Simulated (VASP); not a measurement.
Input of a VASP 6.6.1 run:

The input INCAR:

```
PREC = Accurate ; ENCUT = 520
EDIFF = 1E-7 ; ISMEAR = 0
SIGMA = 0.1 ; LREAL = F
LASPH = T ; NELM = 150
ALGO = Normal ; ISIF = 2
LWAVE = F ; LCHARG = F
ISPIN = 2 ; MAGMOM = 0 0 0 0 1 1 1 1
LORBIT = 11 ; GGA = PE
NBANDS = 36
```

File KPOINTS:

```
regular mesh
0
Gamma
  4 4 4
```

POSCAR

```
Li3CaO4
1.0
    4.4625000000      0.0000000000      0.0000000000
    0.0000000000      4.4625000000      0.0000000000
    0.0000000000      0.0000000000      4.4625000000
Li Ca O
3 1 4
Direct
    0.5000000000      0.5000000000      0.0000000000
    0.5000000000      0.0000000000      0.5000000000
    0.0000000000      0.5000000000      0.5000000000
    0.0000000000      0.0000000000      0.0000000000
    0.5000000000      0.5000000000      0.5000000000
    0.0000000000      0.0000000000      0.5000000000
    0.0000000000      0.5000000000      0.0000000000
    0.5000000000      0.0000000000      0.0000000000
```

Potentials or basis: VASP PAW PBE potentials, release 64 (Li_sv, Ca_sv, O).

Run with:

```sh
$ cat potpaw_PBE.64/Li_sv/POTCAR potpaw_PBE.64/Ca_sv/POTCAR potpaw_PBE.64/O/POTCAR > POTCAR
$ mpirun -np 1 vasp_std > vasp.out
```

Problem. What does it give for the net moment?

Solution. 3.00 μB per cell.

Problem. Predict the band gap on the k mesh.

Solution. Zero (filled and empty bands overlap).

Problem. Estimate the site moments.

Solution. Li -0.01; Ca -0.00; O +0.81, +0.56 μB.
